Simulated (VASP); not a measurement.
# AlCu4 (P2_13) in VASP: a series of runs

Runs on AlCu4. Level: PBEsol. Tasks: single point.

Everything below comes from runs of VASP 6.6.1. Logs are shortened: lines on timing, memory, paths and dates and some standing lists are left out, and cuts for length are marked.

**1. The cell of the first run**

It takes space group P2_13 (No. 198, cubic). The conventional cell has a = 6.225 Å, b = 6.225 Å, c = 6.225 Å, α = 90.00°, β = 90.00°, γ = 90.00°. Within 3.1 Å of Al (site symmetry 3) lie 12 Cu at 2.35 to 2.63 Å. Cu (site symmetry 3) has 3 Al at 2.35 Å and 9 Cu at 2.50 to 2.64 Å within 3.1 Å. Within 3.3 Å of Cu (site symmetry 1) lie 11 Cu at 2.50 to 3.23 Å and 3 Al at 2.52 to 2.63 Å.

**2. Single point, PBEsol**

The input, INCAR:

```
PREC = Accurate
ENCUT = 520
EDIFF = 1E-7
ISMEAR = 0
SIGMA = 0.1
LREAL = Auto
LASPH = T
NELM = 60
ALGO = Fast
ISIF = 2
LWAVE = F
LCHARG = F
GGA = PS
NBANDS = 110
```

The input, KPOINTS:

```
Automatic mesh
0
Gamma
  6 6 6
```

The input, POSCAR:

```
AlCu4
1.0
    6.2246752578      0.0000000000      0.0000000000
    0.0000000000      6.2246752578      0.0000000000
    0.0000000000      0.0000000000      6.2246752578
Al Cu
4 16
Direct
    0.4398103927      0.9398103927      0.5601896073
    0.9398103927      0.5601896073      0.4398103927
    0.5601896073      0.4398103927      0.9398103927
    0.0601896073      0.0601896073      0.0601896073
    0.8087586162      0.3087586162      0.1912413838
    0.3087586162      0.1912413838      0.8087586162
    0.1912413838      0.8087586162      0.3087586162
    0.6912413838      0.6912413838      0.6912413838
    0.0472190257      0.8753537097      0.7008432651
    0.2991567349      0.5472190257      0.6246462903
    0.3753537097      0.7991567349      0.9527809743
    0.5472190257      0.6246462903      0.2991567349
    0.7991567349      0.9527809743      0.3753537097
    0.8753537097      0.7008432651      0.0472190257
    0.9527809743      0.3753537097      0.7991567349
    0.7008432651      0.0472190257      0.8753537097
    0.6246462903      0.2991567349      0.5472190257
    0.4527809743      0.1246462903      0.2008432651
    0.2008432651      0.4527809743      0.1246462903
    0.1246462903      0.2008432651      0.4527809743
```

Potentials or basis: VASP PAW PBE potentials, release 64 (Al, Cu).

The run is started by

```console
$ cat potpaw_PBE.64/Al/POTCAR potpaw_PBE.64/Cu/POTCAR > POTCAR
$ mpirun -np 1 vasp_std > vasp.out
```

OUTCAR:

```text
PREC = Accurate
   ENCUT = 520
   EDIFF = 1E-7
   ISMEAR = 0
   LREAL = Auto
   LASPH = T
   NELM = 60
   ISIF = 2
   GGA = PS

 ion  position               nearest neighbor table
   1  0.440  0.940  0.560-   6 2.35   7 2.35   8 2.35  13 2.52  17 2.52  18 2.52   9 2.63  10 2.63
                            11 2.63  12 2.63  16 2.63  20 2.63
   2  0.940  0.560  0.440-   5 2.35   7 2.35   8 2.35  10 2.52  15 2.52  20 2.52  14 2.63  12 2.63
                            13 2.63  19 2.63   9 2.63  17 2.63
   3  0.560  0.440  0.940-   5 2.35   6 2.35   8 2.35  11 2.52  12 2.52  19 2.52  16 2.63  17 2.63
                            15 2.63  18 2.63  10 2.63  14 2.63
   4  0.060  0.060  0.060-   5 2.35   6 2.35   7 2.35   9 2.52  14 2.52  16 2.52  18 2.63  19 2.63
                            20 2.63  13 2.63  15 2.63  11 2.63
   5  0.809  0.309  0.191-   2 2.35   3 2.35   4 2.35  13 2.50  17 2.50  18 2.50  14 2.63  15 2.63
                            19 2.63  16 2.64  12 2.64  20 2.64
   6  0.309  0.191  0.809-   1 2.35   3 2.35   4 2.35  10 2.50  15 2.50  20 2.50  16 2.63  18 2.63
                            11 2.63   9 2.64  19 2.64  17 2.64
   7  0.191  0.809  0.309-   1 2.35   2 2.35   4 2.35  11 2.50  12 2.50  19 2.50  13 2.63   9 2.63
                            20 2.63  18 2.64  10 2.64  14 2.64
   8  0.691  0.691  0.691-   1 2.35   2 2.35   3 2.35   9 2.50  14 2.50  16 2.50  10 2.63  12 2.63
                            17 2.63  15 2.64  13 2.64  11 2.64
   9  0.047  0.875  0.701-   8 2.50   4 2.52  13 2.59  20 2.59  10 2.62  11 2.62   1 2.63   7 2.63
                             2 2.63   6 2.64  16 2.64  14 2.64
  10  0.299  0.547  0.625-   6 2.50   2 2.52  12 2.59  17 2.59   9 2.62  11 2.62   1 2.63   8 2.63
                             3 2.63   7 2.64  15 2.64  20 2.64
  11  0.375  0.799  0.953-   7 2.50   3 2.52  16 2.59  18 2.59   9 2.62  10 2.62   1 2.63   6 2.63
                             4 2.63   8 2.64  12 2.64  19 2.64
  12  0.547  0.625  0.299-   7 2.50   3 2.52  10 2.59  17 2.59  14 2.62  13 2.62   2 2.63   8 2.63
                             1 2.63   5 2.64  11 2.64  19 2.64
  13  0.799  0.953  0.375-   5 2.50   1 2.52   9 2.59  20 2.59  14 2.62  12 2.62   2 2.63   7 2.63
                             4 2.63   8 2.64  18 2.64  17 2.64
  14  0.875  0.701  0.047-   8 2.50   4 2.52  15 2.59  19 2.59  12 2.62  13 2.62   2 2.63   5 2.63
                             3 2.63   7 2.64  16 2.64   9 2.64
  15  0.953  0.375  0.799-   6 2.50   2 2.52  14 2.59  19 2.59  17 2.62  16 2.62   3 2.63   5 2.63
                             4 2.63   8 2.64  10 2.64  20 2.64
  16  0.701  0.047  0.875-   8 2.50   4 2.52  11 2.59  18 2.59  17 2.62  15 2.62   3 2.63   6 2.63
                             1 2.63   5 2.64  14 2.64   9 2.64
  17  0.625  0.299  0.547-   5 2.50   1 2.52  10 2.59  12 2.59  15 2.62  16 2.62   3 2.63   8 2.63
                             2 2.63   6 2.64  13 2.64  18 2.64
  18  0.453  0.125  0.201-   5 2.50   1 2.52  11 2.59  16 2.59  19 2.62  20 2.62   4 2.63   6 2.63
                             3 2.63   7 2.64  13 2.64  17 2.64
  19  0.201  0.453  0.125-   7 2.50   3 2.52  14 2.59  15 2.59  18 2.62  20 2.62   4 2.63   5 2.63
                             2 2.63   6 2.64  11 2.64  12 2.64
  20  0.125  0.201  0.453-   6 2.50   2 2.52   9 2.59  13 2.59  18 2.62  19 2.62   4 2.63   7 2.63
                             1 2.63   5 2.64  10 2.64  15 2.64

  LATTYP: Found a simple cubic cell.
 ALAT       =     6.2246752578

  Lattice vectors:

 A1 = (   6.2246752578,   0.0000000000,   0.0000000000)
 A2 = (   0.0000000000,   6.2246752578,   0.0000000000)
 A3 = (   0.0000000000,   0.0000000000,   6.2246752578)

Analysis of symmetry for initial positions (statically):
=====================================================================
 Subroutine PRICEL returns:
 Original cell was already a primitive cell.

 Routine SETGRP: Setting up the symmetry group for a
 simple cubic supercell.

 Subroutine GETGRP returns: Found 12 space group operations
 (whereof  3 operations were pure point group operations)
 out of a pool of 48 trial point group operations.

The static configuration has the point symmetry C_3 .
 The point group associated with its full space group is T   .

Analysis of symmetry for dynamics (positions and initial velocities):
=====================================================================
 Subroutine PRICEL returns:
 Original cell was already a primitive cell.

 Routine SETGRP: Setting up the symmetry group for a
 simple cubic supercell.

 Subroutine GETGRP returns: Found 12 space group operations
 (whereof  3 operations were pure point group operations)
 out of a pool of 48 trial point group operations.

The dynamic configuration has the point symmetry C_3 .
 The point group associated with its full space group is T   .

 Subroutine INISYM returns: Found 12 space group operations
 (whereof  3 operations are pure point group operations),
 and found     1 'primitive' translations

----------------------------------------------------------------------------------------

                                     Primitive cell

  volume of cell :     241.1849

  direct lattice vectors                    reciprocal lattice vectors
     6.224675258  0.000000000  0.000000000     0.160650951  0.000000000  0.000000000
     0.000000000  6.224675258  0.000000000     0.000000000  0.160650951  0.000000000
     0.000000000  0.000000000  6.224675258     0.000000000  0.000000000  0.160650951

  length of vectors
     6.224675258  6.224675258  6.224675258     0.160650951  0.160650951  0.160650951

  position of ions in fractional coordinates (direct lattice)
     0.439810393  0.939810393  0.560189607
     0.939810393  0.560189607  0.439810393
     0.560189607  0.439810393  0.939810393
     0.060189607  0.060189607  0.060189607
     0.808758616  0.308758616  0.191241384
     0.308758616  0.191241384  0.808758616
[... 12 lines left out ...]
     0.200843265  0.452780974  0.124646290
     0.124646290  0.200843265  0.452780974

  ion indices of the primitive-cell ions
   primitive index   ion index
                 1           1
                 2           2
                 3           3
                 4           4
                 5           5
                 6           6
[... 12 lines left out ...]
                19          19
                20          20

----------------------------------------------------------------------------------------

 KPOINTS: Automatic mesh

Automatic generation of k-mesh.
 Grid dimensions read from file:
 generate k-points for:    6    6    6

 Generating k-lattice:

  Cartesian coordinates                     Fractional coordinates (reciprocal lattice)
     0.026775159  0.000000000  0.000000000     0.166666667  0.000000000  0.000000000
     0.000000000  0.026775159  0.000000000     0.000000000  0.166666667  0.000000000
     0.000000000  0.000000000  0.026775159     0.000000000  0.000000000  0.166666667

  Length of vectors
     0.026775159  0.026775159  0.026775159

  Shift w.r.t. Gamma in fractional coordinates (k-lattice)
     0.000000000  0.000000000  0.000000000

 Subroutine IBZKPT returns following result:
 ===========================================

 Found     24 irreducible k-points:

 Following reciprocal coordinates:
            Coordinates               Weight
  0.000000  0.000000  0.000000      1.000000
  0.166667  0.000000  0.000000      6.000000
  0.333333  0.000000  0.000000      6.000000
  0.500000  0.000000  0.000000      3.000000
  0.166667  0.166667  0.000000     12.000000
  0.333333  0.166667  0.000000     12.000000
[... 16 lines left out ...]
  0.500000  0.500000  0.333333      6.000000
  0.500000  0.500000  0.500000      1.000000
   k-points           NKPTS =     24   k-points in BZ     NKDIM =     24   number of bands    NBANDS=    110
   number of dos      NEDOS =    301   number of ions     NIONS =     20
   total plane-waves  NPLWV = 110592
   dimension x,y,z NGX =    48 NGY =   48 NGZ =   48
   dimension x,y,z NGXF=    96 NGYF=   96 NGZF=   96
   ions per type =               4  16
   NGX,Y,Z   is equivalent  to a cutoff of  12.82, 12.82, 12.82 a.u.
   NGXF,Y,Z  is equivalent  to a cutoff of  25.64, 25.64, 25.64 a.u.
 SYSTEM =  unknown system
   PREC   = accura    normal or accurate (medium, high low for compatibility)
   ISTART =      0    job   : 0-new  1-cont  2-samecut
   ICHARG =      2    charge: 1-file 2-atom 10-const
   ISPIN  =      1    spin polarized calculation?
   LNONCOLLINEAR =      F non collinear calculations
   LSORBIT =      F    spin-orbit coupling
   LASPH  =      T    aspherical Exc in radial PAW
   ENCUT  =  520.0 eV  38.22 Ry    6.18 a.u.  11.57 11.57 11.57*2*pi/ulx,y,z
   NELM   =     60;   NELMIN=  2; NELMDL= -5     # of ELM steps
   EDIFF  = 0.1E-06   stopping-criterion for ELM
   LREAL  =      T    real-space projection
   EDIFFG = 0.1E-05   stopping-criterion for IOM
   NSW    =      0    number of steps for IOM
   IBRION =     -1    ionic relax: 0-MD 1-quasi-New 2-CG
   NFREE  =      0    steps in history (QN), initial steepest desc. (CG)
   ISIF   =      2    stress and relaxation
   ISYM   =      2    0-nonsym 1-usesym 2-fastsym
   POTIM  = 0.5000    time-step for ionic-motion
   TEBEG  =    0.0;   TEEND  =   0.0 temperature during run
   PSTRESS=    0.0 pullay stress
   NELECT =     188.0000    total number of electrons
   NUPDOWN=      -1.0000    fix difference up-down
   EMIN   =  10.00;   EMAX   =-10.00  energy-range for DOS
   EFERMI =   0.00;   METHOD = LEGACY
   ISMEAR =     0;   SIGMA  =   0.10  broadening in eV -4-tet -1-fermi 0-gaus
   EFERMI_NEDOS =   21; number of points for ismear=-14 and -15
   IALGO  =     68    algorithm
   IMIX   =      4    mixing-type and parameters
     AMIX     =   0.40;   BMIX     =  1.00
     AMIX_MAG =   1.60;   BMIX_MAG =  1.00
  volume/ion in A,a.u.               =      12.06        81.38
  Fermi-wavevector in a.u.,A,eV,Ry     =   1.506644  2.847145 30.884915  2.269977
  Thomas-Fermi vector in A             =   2.617335
   LORBIT       =      0    0 simple, 1 ext, 2 COOP (PROOUT), +10 PAW based schemes
   GGA     = PS    functional components
   LHFCALC =     F    Hartree Fock is set to
   AEXX    =    0.0000 exact exchange contribution
   IVDW    =     0    specifies the selected vdW correction
   LEPSILON=     F    determine dielectric tensor
   LRPA    =     F    only Hartree local field effects (RPA)
 non-spin polarized calculation
 RMM-DIIS sequential band-by-band and
 Gauss-broadening in eV      SIGMA  =   0.10
  energy-cutoff  :      520.00
  volume of cell :      241.18
 maximum number of plane-waves:      6515
 NGX is ok and might be reduce to    48
   NGX = 23   NGY = 23   NGZ = 23

 number of electron     188.0000038 magnetization

 Free energy of the ion-electron system (eV)
  ---------------------------------------------------
  ext. energy  EPLUGINS =         0.00000000
  ---------------------------------------------------
  free energy    TOTEN  =       -87.66485482 eV

  energy without entropy =      -87.64037373  energy(sigma->0) =      -87.65261427

 E-fermi :   7.9979     XC(G=0): -12.5083

 val. band max:        7.9695053149   @ k =   0.1667   0.1667   0.1667
 cond. band min:       8.0231980776   @ k =   0.3333   0.3333   0.0000
 fundamental gap:      0.0536927627
 Fermi energy:         7.9978826370

 k-point     1 :       0.0000    0.0000    0.0000
  band No.  band energies     occupation
      1      -2.2505      2.00000
      2       0.8456      2.00000
      3       0.8456      2.00000
      4       0.8456      2.00000
      5       1.7461      2.00000
      6       1.7461      2.00000
[... 98 lines left out ...]
    105      11.4448      0.00000
    106      11.4448      0.00000

 k-point     2 :       0.1667    0.0000    0.0000
  band No.  band energies     occupation
      1      -2.1422      2.00000
      2       0.1864      2.00000
      3       0.9151      2.00000
      4       1.1151      2.00000
      5       1.6293      2.00000
      6       1.7892      2.00000
[... 2496 lines left out ...]
    105      11.8752      0.00000
    106      11.8752      0.00000
 [bands above 106 left out]

------------------------ aborting loop because EDIFF is reached ----------------------------------------

  FORCE on cell =-STRESS in cart. coord.  units (eV):
  Direction    XX          YY          ZZ          XY          YZ          ZX
  --------------------------------------------------------------------------------------
  -------------------------------------------------------------------------------------
  Total        0.8502367      0.8502367      0.8502367     -0.0000000      0.0000000      0.0000000
  in kB        5.6480736      5.6480736      5.6480736     -0.0000000      0.0000000      0.0000000
  external PRESSURE =       5.6480736 kB  Pullay stress =       0.0000000 kB

 VOLUME and BASIS-vectors are now :
 -----------------------------------------------------------------------------
  energy-cutoff  :      520.00
  volume of cell :      241.18
      direct lattice vectors                 reciprocal lattice vectors
     6.224675258  0.000000000  0.000000000     0.160650951  0.000000000  0.000000000
     0.000000000  6.224675258  0.000000000     0.000000000  0.160650951  0.000000000
     0.000000000  0.000000000  6.224675258     0.000000000  0.000000000  0.160650951

 POSITION                                       TOTAL-FORCE (eV/Angst)
 -----------------------------------------------------------------------------------
      2.73768      5.85001      3.48700        -0.000212     -0.000212      0.000212
      5.85001      3.48700      2.73768        -0.000212      0.000212     -0.000212
      3.48700      2.73768      5.85001         0.000212     -0.000212     -0.000212
      0.37466      0.37466      0.37466         0.000212      0.000212      0.000212
      5.03426      1.92192      1.19042        -0.000347     -0.000347      0.000347
      1.92192      1.19042      5.03426        -0.000347      0.000347     -0.000347
[... 12 lines left out ...]
      1.25018      2.81841      0.77588         0.001914     -0.003196      0.000242
      0.77588      1.25018      2.81841         0.000242      0.001914     -0.003196
 -----------------------------------------------------------------------------------
    total drift:                               -0.000002     -0.000002     -0.000000

  FREE ENERGIE OF THE ION-ELECTRON SYSTEM (eV)
  ---------------------------------------------------
  free  energy   TOTEN  =       -87.6648548186 eV

  energy  without entropy=      -87.6403737277  energy(sigma->0) =      -87.65261427
```

Run time: 36 min. Hardware: 1 thread of Oxide Virtual Turin-like, shared host; peak memory 0.53 GiB.

Results:

| Item | Value |
| --- | --- |
| Free energy | -87.6649 eV |
| Pressure | 0.6 GPa |
| Largest force | 0.004 eV/Å |
| Band gap on the k mesh | zero (bands 94 and 95 overlap by 0.99 eV) |

Forces in eV/Å, atoms in the order of the input:
```
Al   0.000  0.000  0.000
Al   0.000  0.000  0.000
Al   0.000  0.000  0.000
Al   0.000  0.000  0.000
Cu   0.000  0.000  0.000
Cu   0.000  0.000  0.000
Cu   0.000  0.000  0.000
Cu   0.000  0.000  0.000
Cu   0.003  0.000  0.002
Cu  -0.002  0.003  0.000
Cu   0.000 -0.002 -0.003
Cu   0.003  0.000 -0.002
Cu  -0.002 -0.003  0.000
Cu   0.000  0.002  0.003
Cu  -0.003  0.000 -0.002
Cu   0.002  0.003  0.000
Cu   0.000 -0.002  0.003
Cu  -0.003  0.000  0.002
Cu   0.002 -0.003  0.000
Cu   0.000  0.002 -0.003
```

Levels at points of the mesh, in eV from the Fermi level:
| k point | band 90 | band 91 | band 92 | band 93 | band 94 | band 95 | band 96 | band 97 | band 98 | band 99 |
| --- | --- | --- | --- | --- | --- | --- | --- | --- | --- | --- |
| (0.00, 0.00, 0.00) | -0.74 | -0.74 | -0.46 | -0.46 | -0.46 | -0.27 | -0.27 | 0.41 | 0.41 | 0.41 |
| (0.50, 0.00, 0.00) | -1.59 | -0.59 | -0.59 | -0.36 | -0.36 | 0.48 | 0.48 | 1.26 | 1.26 | 1.50 |
| (0.50, 0.50, 0.00) | -1.34 | -1.27 | -1.27 | -0.07 | -0.07 | 1.04 | 1.04 | 1.74 | 1.74 | 2.11 |
| (0.50, 0.50, 0.50) | 0.41 | 0.41 | 0.41 | 0.73 | 0.73 | 0.73 | 0.73 | 2.40 | 2.40 | 2.40 |

Caveat: the PAW data sets were made with another functional, which shifts forces and pressure a little.

**3. Single point, PBEsol**

This run uses another cell than the first one, of 12.17 Å³/atom.

The input, INCAR:

```
  PREC = Accurate
  ENCUT = 520
  EDIFF = 1E-7
  ISMEAR = 0
  SIGMA = 0.1
  LREAL = Auto
  LASPH = True
  NELM = 80
  ALGO = Fast
  ISIF = 2
  LWAVE = False
  LCHARG = False
  GGA = PS
  NBANDS = 110
```

KPOINTS is that of step 2.

The input, POSCAR:

```
AlCu4
1.0
    6.2435652700      0.0000000000      0.0000000000
    0.0000000000      6.2435652700      0.0000000000
    0.0000000000      0.0000000000      6.2435652700
Al Cu
4 16
Direct
    0.4408904100      0.9408904100      0.5591095900
    0.9408904100      0.5591095900      0.4408904100
    0.5591095900      0.4408904100      0.9408904100
    0.0591095900      0.0591095900      0.0591095900
    0.8090787800      0.3090787800      0.1909212200
    0.3090787800      0.1909212200      0.8090787800
    0.1909212200      0.8090787800      0.3090787800
    0.6909212200      0.6909212200      0.6909212200
    0.0487556600      0.8748909500      0.6999647300
    0.3000352700      0.5487556600      0.6251090500
    0.3748909500      0.8000352700      0.9512443400
    0.5487556600      0.6251090500      0.3000352700
    0.8000352700      0.9512443400      0.3748909500
    0.8748909500      0.6999647300      0.0487556600
    0.9512443400      0.3748909500      0.8000352700
    0.6999647300      0.0487556600      0.8748909500
    0.6251090500      0.3000352700      0.5487556600
    0.4512443400      0.1251090500      0.1999647300
    0.1999647300      0.4512443400      0.1251090500
    0.1251090500      0.1999647300      0.4512443400
```

Potentials or basis: VASP PAW PBE potentials, release 64 (Al, Cu).

The run is started by

```console
$ cat potpaw_PBE.64/Al/POTCAR potpaw_PBE.64/Cu/POTCAR > POTCAR
$ mpirun -np 1 vasp_std > vasp.out
```

Wall time 35 min (1 thread of Oxide Virtual Turin-like, shared host); peak memory 0.55 GiB.

Results (log left out):

```yaml
Free_energy: -87.6597 eV
Pressure: -0.7 GPa
Largest_force: 0.077 eV/Å
Band_gap_on_the_k_mesh: zero (bands 94 and 95 overlap by 1.01 eV)
```

Forces on the atoms (eV/Å):
```
Al  -0.011 -0.011  0.011
Al  -0.011  0.011 -0.011
Al   0.011 -0.011 -0.011
Al   0.011  0.011  0.011
Cu  -0.045 -0.045  0.045
Cu  -0.045  0.045 -0.045
Cu   0.045 -0.045 -0.045
Cu   0.045  0.045  0.045
Cu  -0.065  0.005  0.025
Cu  -0.025 -0.065 -0.005
Cu   0.005 -0.025  0.065
Cu  -0.065 -0.005 -0.025
Cu  -0.025  0.065  0.005
Cu   0.005  0.025 -0.065
Cu   0.065  0.005 -0.025
Cu   0.025 -0.065  0.005
Cu  -0.005 -0.025 -0.065
Cu   0.065 -0.005  0.025
Cu   0.025  0.065 -0.005
Cu  -0.005  0.025  0.065
```

Levels at points of the mesh, in eV from the Fermi level:
| k point | band 92 | band 93 | band 94 | band 95 | band 96 | band 97 |
| --- | --- | --- | --- | --- | --- | --- |
| (0.00, 0.00, 0.00) | -0.47 | -0.47 | -0.47 | -0.28 | -0.28 | 0.42 |
| (0.50, 0.00, 0.00) | -0.58 | -0.35 | -0.35 | 0.48 | 0.48 | 1.23 |
| (0.50, 0.50, 0.00) | -1.27 | -0.06 | -0.06 | 1.04 | 1.04 | 1.72 |
| (0.50, 0.50, 0.50) | 0.40 | 0.73 | 0.73 | 0.73 | 0.73 | 2.38 |

Caveat: the PAW data sets were made with another functional, which shifts forces and pressure a little.

The gap in the log of VASP goes by the Fermi energy; the results here count the filled bands.